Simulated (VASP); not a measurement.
Wanted: the native input for a VASP 6.6.1 run.

```
Task                   : single point
Functional             : PBE
Potentials or basis    : VASP PAW PBE potentials, release 64 (Zn, Si, N)
Cutoff                 : 600 eV
k mesh                 : 18 × 18 × 8
Occupations            : gaussian, width 0.1 eV
Spin                   : no spin polarisation
Dipole correction      : no
Further INCAR settings : ALGO = Normal; EDIFF = 1e-06; NBANDS = 24
```

The structure of Zn2SiN lies in POSCAR:

```
Zn2SiN
1.0
    3.1122537071      0.0000000000      0.0000000000
   -1.5561268536      2.6952907733      0.0000000000
    0.0000000000      0.0000000000      6.3952507923
Zn Si N
2 1 1
Direct
    0.3333333333      0.6666666667      0.1745035470
    0.6666666667      0.3333333333      0.8254964530
    0.0000000000      0.0000000000      0.5000000000
    0.0000000000      0.0000000000      0.0000000000
```

The cell was generated, and may not be a known phase.

These files were run (other wordings do the same):

INCAR

```
  ALGO = Normal
  EDIFF = 1E-6
  ENCUT = 600
  GGA = PE
  GGA_COMPAT = False
  ISIF = 2
  ISMEAR = 0
  LASPH = True
  LCHARG = False
  LREAL = False
  LWAVE = False
  NBANDS = 24
  NELM = 120
  PREC = Accurate
  SIGMA = 0.1
```

KPOINTS

```
k-points
0
Gamma
  18 18 8
```

Potentials or basis: VASP PAW PBE potentials, release 64 (Zn, Si, N).

The run is started by

```bash
$ cat potpaw_PBE.64/Zn/POTCAR potpaw_PBE.64/Si/POTCAR potpaw_PBE.64/N/POTCAR > POTCAR
$ mpirun -np 1 vasp_std > vasp.out
```

It gave:

```
Pressure               : 0.4 GPa
Largest force          : 0.044 eV/Å
Band gap on the k mesh : zero (an odd number of electrons rules out a gap without spin polarisation)
```

Caveat: an odd number of electrons without spin polarisation forces a metal; a magnetic or distorted state may lie lower.

Run time: 3.7 min on 1 thread of Intel(R) Xeon(R) 6975P-C (Granite Rapids) (shared host), peak memory 0.49 GiB.
